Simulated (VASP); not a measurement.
# Nd2H3 (P1) in VASP: single point with PBE

Aim: the single point of Nd2H3 with PBE.

All numbers are computed with VASP 6.6.1; they aren't measurements. Logs are shortened: lines on timing, memory, paths and dates and some standing lists are left out, and cuts for length are marked.

## (1) The cell of the first run

The typed cell holds 10 atoms: a = 3.743 Å, b = 3.743 Å, c = 11.836 Å, α = 89.98°, β = 90.00°, γ = 102.52°.

## (2) Single point, PBE

File INCAR:

```
ALGO = Normal
EDIFF = 1E-6
ENCUT = 500
GGA = PE
GGA_COMPAT = False
ISIF = 2
ISMEAR = 0
LASPH = True
LCHARG = False
LMAXMIX = 6
LREAL = False
LWAVE = False
NBANDS = 36
NELM = 200
PREC = Accurate
SIGMA = 0.2
```

File KPOINTS:

```
k-points
0
Gamma
  6 6 2
```

File POSCAR:

```
Nd2H3
1.0
    2.3423430368     -2.9192876004     -0.0003534999
    2.3420541893      2.9192330452      0.0007283034
    0.0009498015      0.0003640706     11.8358332767
Nd H
4 6
Direct
    0.4636716942      0.5362551820      0.0416894221
    0.5362847025      0.4638443728      0.5417180222
    0.9777891499      0.0215552235      0.2885684861
    0.0223252648      0.9781327332      0.7885721566
    0.0794031122      0.9206866549      0.9834514459
    0.9206247042      0.0794399819      0.4834528903
    0.4849693324      0.0264995992      0.1634614406
    0.5151448609      0.9734983054      0.6633235521
    0.9731800098      0.5143447135      0.1634234739
    0.0266071690      0.4857432334      0.6633392301
```

Potentials or basis: VASP PAW PBE potentials, release 64 (Nd_3, H), 4f in core.

Started as:

```
cat potpaw_PBE.64/Nd_3/POTCAR potpaw_PBE.64/H/POTCAR > POTCAR
mpirun -np 1 vasp_std > vasp.out
```

OUTCAR:

```text
EDIFF = 1E-6
   ENCUT = 500
   GGA = PE
   ISIF = 2
   ISMEAR = 0
   LASPH = True
   LREAL = False
   NELM = 200
   PREC = Accurate

 ion  position               nearest neighbor table
   1  0.464  0.536  0.042-   9 2.32   7 2.32   5 2.35   3 3.75   3 3.75
   2  0.536  0.464  0.542-  10 2.32   8 2.32   6 2.35   4 3.74   4 3.75
   3  0.978  0.022  0.289-   6 2.33   1 3.75   1 3.75
   4  0.022  0.978  0.789-   5 2.33   2 3.74   2 3.75
   5  0.079  0.921  0.983-   4 2.33   1 2.35
   6  0.921  0.079  0.483-   3 2.33   2 2.35
   7  0.485  0.026  0.163-   1 2.32
   8  0.515  0.973  0.663-   2 2.32
   9  0.973  0.514  0.163-   1 2.32
  10  0.027  0.486  0.663-   2 2.32

  LATTYP: Found a triclinic cell.
 ALAT       =     3.7426113782
 B/A-ratio  =     1.0000596532
 C/A-ratio  =     3.1624531976
 COS(alpha) =     0.0000682181
 COS(beta)  =     0.0002688081
 COS(gamma) =     0.2167470072

  Lattice vectors:

 A1 = (   2.3420541893,   2.9192330452,   0.0007283034)
 A2 = (  -2.3423430368,   2.9192876004,   0.0003534999)
 A3 = (   0.0009498015,   0.0003640706,  11.8358332767)

Analysis of symmetry for initial positions (statically):
=====================================================================
 Subroutine PRICEL returns:
 Original cell was already a primitive cell.

 Routine SETGRP: Setting up the symmetry group for a
 triclinic supercell.

 Subroutine GETGRP returns: Found  1 space group operations
 (whereof  1 operations were pure point group operations)
 out of a pool of  2 trial point group operations.

The static configuration has the point symmetry C_1 .

Analysis of symmetry for dynamics (positions and initial velocities):
=====================================================================
 Subroutine PRICEL returns:
 Original cell was already a primitive cell.

 Routine SETGRP: Setting up the symmetry group for a
 triclinic supercell.

 Subroutine GETGRP returns: Found  1 space group operations
 (whereof  1 operations were pure point group operations)
 out of a pool of  2 trial point group operations.

The dynamic configuration has the point symmetry C_1 .

 Subroutine INISYM returns: Found  1 space group operations
 (whereof  1 operations are pure point group operations),
 and found     1 'primitive' translations

----------------------------------------------------------------------------------------

                                     Primitive cell

  volume of cell :     161.8547

  direct lattice vectors                    reciprocal lattice vectors
     2.342343037 -2.919287600 -0.000353500     0.213472644 -0.171265700 -0.000011863
     2.342054189  2.919233045  0.000728303     0.213476634  0.171286829 -0.000022400
     0.000949801  0.000364071 11.835833277    -0.000006760 -0.000015655  0.084489194

  length of vectors
     3.742834637  3.742611378 11.835833320     0.273683229  0.273699564  0.084489196

  position of ions in fractional coordinates (direct lattice)
     0.463671694  0.536255182  0.041689422
     0.536284702  0.463844373  0.541718022
     0.977789150  0.021555224  0.288568486
     0.022325265  0.978132733  0.788572157
     0.079403112  0.920686655  0.983451446
     0.920624704  0.079439982  0.483452890
     0.484969332  0.026499599  0.163461441
     0.515144861  0.973498305  0.663323552
     0.973180010  0.514344714  0.163423474
     0.026607169  0.485743233  0.663339230

  ion indices of the primitive-cell ions
   primitive index   ion index
                 1           1
                 2           2
                 3           3
                 4           4
                 5           5
                 6           6
                 7           7
                 8           8
                 9           9
                10          10

----------------------------------------------------------------------------------------

 KPOINTS: k-points

Automatic generation of k-mesh.
 Grid dimensions read from file:
 generate k-points for:    6    6    2

 Generating k-lattice:

  Cartesian coordinates                     Fractional coordinates (reciprocal lattice)
     0.035578774 -0.028544283 -0.000001977     0.166666667 -0.000000000  0.000000000
     0.035579439  0.028547805 -0.000003733     0.000000000  0.166666667  0.000000000
    -0.000003380 -0.000007828  0.042244597     0.000000000  0.000000000  0.500000000

  Length of vectors
     0.045613872  0.045616594  0.042244598

  Shift w.r.t. Gamma in fractional coordinates (k-lattice)
     0.000000000  0.000000000  0.000000000

 -----------------------------------------------------------------------------
|                                                                             |
|           W    W    AA    RRRRR   N    N  II  N    N   GGGG   !!!           |
|           W    W   A  A   R    R  NN   N  II  NN   N  G    G  !!!           |
|           W    W  A    A  R    R  N N  N  II  N N  N  G       !!!           |
|           W WW W  AAAAAA  RRRRR   N  N N  II  N  N N  G  GGG   !            |
|           WW  WW  A    A  R   R   N   NN  II  N   NN  G    G                |
|           W    W  A    A  R    R  N    N  II  N    N   GGGG   !!!           |
|                                                                             |
|     Your reciprocal lattice and k-lattice belong to different lattice       |
|     classes:                                                                |
|                                                                             |
|        The reciprocal lattice is base-centered monoclinic,                  |
|        whereas your k-lattice is triclinic.                                 |
|                                                                             |
|     Results are often still useful ...                                      |
|                                                                             |
 -----------------------------------------------------------------------------

 Subroutine IBZKPT returns following result:
 ===========================================

 Found     40 irreducible k-points:

 Following reciprocal coordinates:
            Coordinates               Weight
  0.000000  0.000000  0.000000      1.000000
  0.166667  0.000000  0.000000      2.000000
 -0.000000 -0.166667  0.000000      2.000000
  0.333333 -0.000000 -0.000000      2.000000
  0.000000 -0.333333  0.000000      2.000000
  0.500000 -0.000000 -0.000000      1.000000
[... 16 lines left out ...]
 -0.000000 -0.166667  0.500000      2.000000
  0.333333 -0.000000  0.500000      2.000000
 [... further k-points ...]
   k-points           NKPTS =     40   k-points in BZ     NKDIM =     40   number of bands    NBANDS=     36
   number of dos      NEDOS =    301   number of ions     NIONS =     10
   total plane-waves  NPLWV =  70560
   dimension x,y,z NGX =    28 NGY =   28 NGZ =   90
   dimension x,y,z NGXF=    56 NGYF=   56 NGZF=  180
   ions per type =               4   6
   NGX,Y,Z   is equivalent  to a cutoff of  12.44, 12.44, 12.64 a.u.
   NGXF,Y,Z  is equivalent  to a cutoff of  24.87, 24.88, 25.28 a.u.
 SYSTEM =  unknown system
   PREC   = accura    normal or accurate (medium, high low for compatibility)
   ISTART =      0    job   : 0-new  1-cont  2-samecut
   ICHARG =      2    charge: 1-file 2-atom 10-const
   ISPIN  =      1    spin polarized calculation?
   LNONCOLLINEAR =      F non collinear calculations
   LSORBIT =      F    spin-orbit coupling
   LASPH  =      T    aspherical Exc in radial PAW
   ENCUT  =  500.0 eV  36.75 Ry    6.06 a.u.   6.82  6.82 21.58*2*pi/ulx,y,z
   NELM   =    200;   NELMIN=  2; NELMDL= -5     # of ELM steps
   EDIFF  = 0.1E-05   stopping-criterion for ELM
   LREAL  =      F    real-space projection
   EDIFFG = 0.1E-04   stopping-criterion for IOM
   NSW    =      0    number of steps for IOM
   IBRION =     -1    ionic relax: 0-MD 1-quasi-New 2-CG
   NFREE  =      0    steps in history (QN), initial steepest desc. (CG)
   ISIF   =      2    stress and relaxation
   ISYM   =      2    0-nonsym 1-usesym 2-fastsym
   POTIM  = 0.5000    time-step for ionic-motion
   TEBEG  =    0.0;   TEEND  =   0.0 temperature during run
   PSTRESS=    0.0 pullay stress
   NELECT =      50.0000    total number of electrons
   NUPDOWN=      -1.0000    fix difference up-down
   EMIN   =  10.00;   EMAX   =-10.00  energy-range for DOS
   EFERMI =   0.00;   METHOD = LEGACY
   ISMEAR =     0;   SIGMA  =   0.20  broadening in eV -4-tet -1-fermi 0-gaus
   EFERMI_NEDOS =   21; number of points for ismear=-14 and -15
   IALGO  =     38    algorithm
   IMIX   =      4    mixing-type and parameters
     AMIX     =   0.40;   BMIX     =  1.00
     AMIX_MAG =   1.60;   BMIX_MAG =  1.00
  volume/ion in A,a.u.               =      16.19       109.22
  Fermi-wavevector in a.u.,A,eV,Ry     =   1.106682  2.091327 16.663683  1.224746
  Thomas-Fermi vector in A             =   2.243187
   LORBIT       =      0    0 simple, 1 ext, 2 COOP (PROOUT), +10 PAW based schemes
   GGA     = PE    functional components
   LHFCALC =     F    Hartree Fock is set to
   AEXX    =    0.0000 exact exchange contribution
   IVDW    =     0    specifies the selected vdW correction
   LEPSILON=     F    determine dielectric tensor
   LRPA    =     F    only Hartree local field effects (RPA)
 non-spin polarized calculation
 Gauss-broadening in eV      SIGMA  =   0.20
  energy-cutoff  :      500.00
  volume of cell :      161.85
 maximum number of plane-waves:      4150
   NGX = 13   NGY = 13   NGZ = 43

 number of electron      50.0000001 magnetization

 Free energy of the ion-electron system (eV)
  ---------------------------------------------------
  ext. energy  EPLUGINS =         0.00000000
  ---------------------------------------------------
  free energy    TOTEN  =       -43.32105620 eV

  energy without entropy =      -43.18304582  energy(sigma->0) =      -43.25205101

 E-fermi :   3.1289     XC(G=0):  -9.6414

 val. band max:        3.1182034759   @ k =  -0.1667   0.3333   0.0000
 cond. band min:       3.1459786302   @ k =   0.1667   0.1667   0.5000
 fundamental gap:      0.0277751543
 Fermi energy:         3.1288820837

 k-point     1 :       0.0000    0.0000    0.0000
  band No.  band energies     occupation
      1     -34.9834      2.00000
      2     -34.9549      2.00000
      3     -34.9267      2.00000
      4     -34.8978      2.00000
      5     -16.5156      2.00000
      6     -16.2088      2.00000
[... 28 lines left out ...]
     35       6.3075      0.00000
     36       6.4988      0.00000

 k-point     2 :       0.1667    0.0000    0.0000
  band No.  band energies     occupation
      1     -34.9696      2.00000
      2     -34.9456      2.00000
      3     -34.9184      2.00000
      4     -34.8942      2.00000
      5     -16.4534      2.00000
      6     -16.2721      2.00000
[... 28 lines left out ...]
     35       6.2422      0.00000
     36       6.4624      0.00000

 k-point     3 :      -0.0000   -0.1667    0.0000
  band No.  band energies     occupation
      1     -34.9696      2.00000
      2     -34.9456      2.00000
      3     -34.9184      2.00000
      4     -34.8942      2.00000
      5     -16.4533      2.00000
      6     -16.2722      2.00000
[... 28 lines left out ...]
     35       6.2406      0.00000
     36       6.4611      0.00000
[... 742 lines left out ...]
 k-point    23 :      -0.0000   -0.1667    0.5000
  band No.  band energies     occupation
      1     -34.9606      2.00000
      2     -34.9600      2.00000
      3     -34.9039      2.00000
      4     -34.9034      2.00000
      5     -16.3958      2.00000
      6     -16.3952      2.00000
[... 28 lines left out ...]
     35       6.3035      0.00000
     36       6.3044      0.00000

 k-point    24 :       0.3333   -0.0000    0.5000
  band No.  band energies     occupation
      1     -34.9342      2.00000
      2     -34.9335      2.00000
      3     -34.8953      2.00000
      4     -34.8947      2.00000
      5     -16.4423      2.00000
      6     -16.4420      2.00000
[... 28 lines left out ...]
     35       6.7105      0.00000
     36       6.7112      0.00000

 [... further k-points ...]

------------------------ aborting loop because EDIFF is reached ----------------------------------------

  FORCE on cell =-STRESS in cart. coord.  units (eV):
  Direction    XX          YY          ZZ          XY          YZ          ZX
  --------------------------------------------------------------------------------------
  -------------------------------------------------------------------------------------
  Total        0.0602699      0.0645628      0.1660804      0.0013531     -0.0084882     -0.0032385
  in kB        0.5966030      0.6390979      1.6440065      0.0133944     -0.0840240     -0.0320571
  external PRESSURE =       0.9599025 kB  Pullay stress =       0.0000000 kB

 VOLUME and BASIS-vectors are now :
 -----------------------------------------------------------------------------
  energy-cutoff  :      500.00
  volume of cell :      161.85
      direct lattice vectors                 reciprocal lattice vectors
     2.342343037 -2.919287600 -0.000353500     0.213472644 -0.171265700 -0.000011863
     2.342054189  2.919233045  0.000728303     0.213476634  0.171286829 -0.000022400
     0.000949801  0.000364071 11.835833277    -0.000006760 -0.000015655  0.084489194

 POSITION                                       TOTAL-FORCE (eV/Angst)
 -----------------------------------------------------------------------------------
      2.34206      0.21188      0.49366        -0.000995     -0.010103      0.005826
      2.34303     -0.21130      6.41183         0.000175      0.010882      0.001038
      2.34108     -2.79142      3.41512         0.002383      0.000752     -0.019435
      2.34388      2.79051      9.33411        -0.000063      0.002536     -0.022010
      2.34322      2.45626     11.64061        -0.000120      0.003485      0.007799
      2.34293     -2.45549      5.72180        -0.000426     -0.003382      0.007029
      1.19818     -1.33835      1.93455         0.003863      0.002376      0.002818
      3.48726      1.33825      7.85151        -0.005824     -0.003127      0.008142
      3.48430     -1.33944      1.93428        -0.002452      0.003358      0.002803
      1.20059      1.34057      7.85152         0.003459     -0.006779      0.005990
 -----------------------------------------------------------------------------------
    total drift:                                0.000004      0.000048      0.000429

  FREE ENERGIE OF THE ION-ELECTRON SYSTEM (eV)
  ---------------------------------------------------
  free  energy   TOTEN  =       -43.3210562025 eV

  energy  without entropy=      -43.1830458231  energy(sigma->0) =      -43.25205101
```

Run time: 3.4 min. Hardware: 1 thread of Intel Xeon Platinum 8259CL at 2.50GHz (Skylake/Cascade Lake), shared host; peak memory 0.35 GiB.

Results:

```yaml
Free_energy: -43.3211 eV
Pressure: 0.1 GPa
Largest_force: 0.022 eV/Å
Band_gap_on_the_k_mesh: zero (bands 25 and 26 overlap by 0.75 eV)
```

Forces on the atoms (eV/Å):
```
Nd  -0.001 -0.010  0.006
Nd   0.000  0.011  0.001
Nd   0.002  0.001 -0.019
Nd   0.000  0.003 -0.022
H    0.000  0.003  0.008
H    0.000 -0.003  0.007
H    0.004  0.002  0.003
H   -0.006 -0.003  0.008
H   -0.002  0.003  0.003
H    0.003 -0.007  0.006
```

Levels at points of the mesh, in eV from the Fermi level:
```
           k point  band 23  band 24  band 25  band 26  band 27  band 28
(0.00, 0.00, 0.00)    -1.09    -0.90    -0.05     0.59     0.73     0.98
(0.50, 0.00, 0.00)    -0.53    -0.38     0.11     0.34     0.37     0.38
(0.00, 0.50, 0.00)    -0.53    -0.38     0.11     0.34     0.37     0.38
(0.50, 0.50, 0.00)    -1.69    -0.96    -0.47    -0.24     0.94     1.22
(0.00, 0.00, 0.50)    -1.09    -1.09     0.26     0.26     1.29     1.29
(0.50, 0.00, 0.50)    -0.34    -0.34     0.08     0.08     0.40     0.40
(0.00, 0.50, 0.50)    -0.34    -0.34     0.08     0.08     0.40     0.40
(0.50, 0.50, 0.50)    -1.39    -1.39    -0.29    -0.28     1.38     1.38
```

Caveat: spin-orbit coupling is left out, which moves the levels of the heavy elements; the 4f electrons are frozen in the core, so they carry no moment and show no levels. Spin polarisation is off, so any magnetic state and its effect on volume and gap are missing.

The gap in the log of VASP goes by the Fermi energy; the results here count the filled bands.